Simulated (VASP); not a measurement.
Wanted: the native input for a VASP 6.6.1 run.

- Task: electric field gradients
- Functional: PBE
- Potentials or basis: VASP PAW PBE potentials, release 64 (Si, W_sv)
- Cutoff: 520 eV
- k mesh: 11 × 11 × 14
- Occupations: fermi-dirac, width 0.05 eV
- Spin: no spin polarisation
- Dipole correction: no
- Further INCAR settings: ALGO = Normal; EDIFF = 1e-08; NBANDS = 18

The structure of Si2W lies in POSCAR:

```
Si2W
1.0
   -1.5782700000      1.6176700000      3.9400000000
    1.6176700000     -1.5782700000      3.9400000000
    1.5943300000      1.5943300000     -3.9239400000
Si W
2 1
Direct
    0.3330000000      0.3330000000      0.0000000000
    0.6670000000      0.6670000000      0.0000000000
    0.0000000000      0.0000000000      0.0000000000
```

This cell differs from its parent crystal: equal xy, yz and zx shear strains of +1 %.

One way to write it, as run:

INCAR

```
SYSTEM = Si2W
PREC     = Accurate       ! precision mode
ENCUT    = 520            ! plane-wave cutoff, eV
EDIFF    = 1E-8           ! SCF threshold, eV
ISMEAR   = -1             ! smearing method
SIGMA    = 0.05           ! smearing width, eV
LREAL    = .False.        ! projectors in reciprocal space
LASPH    = .True.         ! aspherical terms in the spheres
NELM     = 80             ! most SCF steps
ALGO     = Normal         ! electronic algorithm
ISIF     = 2              ! what is computed and relaxed
LWAVE    = .False.        ! write WAVECAR
LCHARG   = .False.        ! write CHGCAR
GGA      = PE             ! functional
LEFG     = .True.       
NBANDS   = 18             ! bands
```

KPOINTS

```
regular mesh
0
Gamma
  11 11 14
  0 0 0
```

Potentials or basis: VASP PAW PBE potentials, release 64 (Si, W_sv).

Run with:

```console
$ cat potpaw_PBE.64/Si/POTCAR potpaw_PBE.64/W_sv/POTCAR > POTCAR
$ mpirun -np 1 vasp_std > vasp.out
```

It gave:

| Property | Result |
| --- | --- |
| Pressure | 1.8 GPa |
| Largest force | 0.212 eV/Å |
| Band gap on the k mesh | zero (band 11 reaches 12.60 eV, above the bottom of band 12 at 11.37 eV) |

Caveat: the cell differs from its parent crystal (equal xy, yz and zx shear strains of +1 %); without QUAD_EFG the Cq values of the log hold for a quadrupole moment of 1 mb, not for the nuclei; spin-orbit coupling is left out, which moves the levels of the heavy elements.

It took 6 min on 1 thread of Intel(R) Xeon(R) Platinum 8488C (Sapphire Rapids), with other jobs on the host, peak memory 0.45 GiB.
